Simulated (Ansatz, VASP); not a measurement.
## TePb in VASP and in Ansatz

Contents of INCAR:

```
ALGO     = Normal         # electronic algorithm
EDIFF    = 1E-6           # SCF threshold, eV
ENCUT    = 520            # plane-wave cutoff, eV
GGA      = PE             # functional
ISIF     = 2              # what is computed and relaxed
ISMEAR   = -1             # smearing method
LASPH    = True           # aspherical terms in the spheres
LCHARG   = False          # write CHGCAR
LREAL    = False          # projectors in reciprocal space
LWAVE    = False          # write WAVECAR
NBANDS   = 17             # bands
NELM     = 100            # most SCF steps
PREC     = Accurate       # precision mode
SIGMA    = 0.1            # smearing width, eV
```

KPOINTS

```
k-points
0
Gamma
  11 11 11
```

POSCAR

```
TePb
1.0
    0.0000000000      2.9430421683      2.9430421683
    2.9430421683      0.0000000000      2.9430421683
    2.9430421683      2.9430421683      0.0000000000
Pb Te
1 1
Direct
    0.0000000000      0.0000000000      0.0000000000
    0.5000000000      0.5000000000      0.5000000000
```

Input for Ansatz:

```yaml
crystal:
  lattice:
    - [0.0, 2.9430421683, 2.9430421683]
    - [2.9430421683, 0.0, 2.9430421683]
    - [2.9430421683, 2.9430421683, 0.0]
  atoms:
    - { symbol: Pb, position: [0.0, 0.0, 0.0] }
    - { symbol: Te, position: [0.5, 0.5, 0.5] }
kpoints:
  mp_grid: { grid: [11, 11, 11] }
scf:
  occupations: { method: fermi_dirac, width: 0.1 }
hamiltonian:
  xc: pbe
  pseudopotentials: { kind: all_electron, lapw: { basis_error: 0.001 } }
output:
  forces: true
  stress: true
  eigenvalues: true
  populations: true
```

Change from the starting cell: volume scaled by 0.72, LAPW.

Alike in both runs: task single point; functional PBE; k mesh 11 × 11 × 11; occupations fermi-dirac, width 0.1 eV; no spin polarisation.

```csv
,VASP,Ansatz
version,VASP 6.6.1,Ansatz 0.2.0
potentials or method,"VASP PAW PBE potentials, release 64 (Pb_d, Te), cutoff 520 eV","all-electron LAPW, scalar-relativistic"
```

```csv
,VASP,Ansatz,Ansatz less VASP
pressure (GPa),26.5,26.6,+0.06
```

Ansatz ran all-electron here, and VASP with PAW potentials.

Neither program's run includes spin-orbit coupling.
